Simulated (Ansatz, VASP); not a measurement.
**One calculation of Rh, two programs**

File INCAR:

```
SYSTEM = Rh
ALGO = Normal ; EDIFF = 1E-6
ENCUT = 520 ; GGA = PS
ISIF = 2 ; ISMEAR = -1
LASPH = .TRUE. ; LCHARG = .TRUE.
LELF = .TRUE. ; LREAL = .FALSE.
LVHAR = .TRUE. ; LWAVE = .FALSE.
NBANDS = 14 ; NELM = 60
PREC = Accurate ; SIGMA = 0.08
```

The input KPOINTS:

```
k-points
0
G
  16 16 16
  0 0 0
```

File POSCAR:

```
Rh
1.0
   -0.0570465000      1.8730267500      1.8730267500
    1.8730267500     -0.0570465000      1.8730267500
    1.8730267500      1.8730267500     -0.0570465000
Rh
1
Direct
    0.0000000000      0.0000000000      0.0000000000
```

Input for Ansatz:

```yaml
crystal:
  lattice:
    - [-0.0570465, 1.87302675, 1.87302675]
    - [1.87302675, -0.0570465, 1.87302675]
    - [1.87302675, 1.87302675, -0.0570465]
  atoms:
    - { symbol: Rh, position: [0.0, 0.0, 0.0] }
kpoints:
  mp_grid: { grid: [16, 16, 16] }
  band_path:
    path:
      - [0.0, 0.0, 0.0]
      - [0.5, 0.5, 0.5]
      - [0.2579113083, 0.5, 0.7420886917]
      - [-0.2579113083, 0.2579113083, 0.5]
      - [0.0, 0.0, 0.5]
      - [0.0, 0.0, 0.0]
      - [-0.3789556542, 0.0, 0.3789556542]
      - [0.0, 0.3789556542, 0.6210443458]
      - [0.0, 0.5, 0.5]
    npoints: 5
scf:
  occupations: { method: fermi_dirac, width: 0.08 }
hamiltonian:
  xc: pbesol
  pseudopotentials: { kind: all_electron, lapw: { basis_error: 0.001 } }
output:
  forces: true
  stress: true
  eigenvalues: true
```

Change from the starting cell: equal xy, yz and zx shear strains of -3 %.

Alike in both runs: task single point; functional PBEsol; k mesh 16 × 16 × 16; occupations fermi-dirac, width 0.08 eV; no spin polarisation.

|  | VASP | Ansatz |
| --- | --- | --- |
| version | VASP 6.6.1 | Ansatz 0.2.0 |
| potentials or method | VASP PAW PBE potentials, release 64 (Rh_pv), cutoff 520 eV | all-electron LAPW, scalar-relativistic |

```csv
,VASP,Ansatz,Ansatz less VASP
pressure (GPa),-4.1,-3.9,+0.11
"traceless stress, the component that is largest in VASP (GPa)",5.96,5.96,-0.001
```

VASP's potentials were made for PBE, not for PBEsol. Ansatz ran all-electron here, and VASP with PAW potentials.
